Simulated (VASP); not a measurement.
Here is a VASP 6.6.1 calculation.

Contents of INCAR:

```
SYSTEM = CaCl
PREC = Accurate ; ENCUT = 600
EDIFF = 1E-6 ; ISMEAR = 0
SIGMA = 0.1 ; LREAL = .FALSE.
LASPH = .TRUE. ; NELM = 80
ALGO = Normal ; ISIF = 3
LWAVE = .FALSE. ; LCHARG = .FALSE.
GGA = PE ; IBRION = 2
NSW = 90 ; EDIFFG = -0.04
```

KPOINTS

```
Automatic mesh
0
G
  6 6 4
  0 0 0
```

File POSCAR:

```
CaCl
1.0
    4.2546761845      0.0000000000      0.0000000000
   -2.1273380922      3.6846576606      0.0000000000
    0.0000000000      0.0000000000      6.8137171859
Ca Cl
2 2
Direct
    0.3333333333      0.6666666667      0.0000000000
    0.6666666667      0.3333333333      0.5000000000
    0.3333333333      0.6666666667      0.3821000000
    0.6666666667      0.3333333333      0.8821000000
```

Potentials or basis: VASP PAW PBE potentials, release 64 (Ca_sv, Cl).

Launch:

```bash
$ cat potpaw_PBE.64/Ca_sv/POTCAR potpaw_PBE.64/Cl/POTCAR > POTCAR
$ mpirun -np 1 vasp_std > vasp.out
```

What does it give for the space group after relaxing (to 0.05 Å)?

P6_3mc (No. 186).

Estimate the relaxed volume.

34.23 Å³/atom.

Predict the band gap on the k mesh.

zero (band 17 reaches 3.70 eV, above the bottom of band 18 at 2.96 eV).

Predict the relaxed cell.

a = 4.594 Å, b = 4.594 Å, c = 7.491 Å, α = 90.00°, β = 90.00°, γ = 120.00°.

Step by step:
```
step  energy change (eV)  largest force (eV/Å)  pressure (GPa)  volume (Å³)
   1              0.0000                0.0777            8.69       106.82
   2             -0.6614                0.0555            1.14       130.82
   3             -0.6829                0.0417           -0.15       138.31
   4             -0.6834                0.0435           -0.01       137.35
   5             -0.6832                0.0448            0.09       136.69
   6             -0.6851                0.0251            0.10       136.76
   7             -0.6871                0.0246            0.12       136.93
```

Caveat: the volume moved by over 15 % at a fixed basis, so the end points are rough.
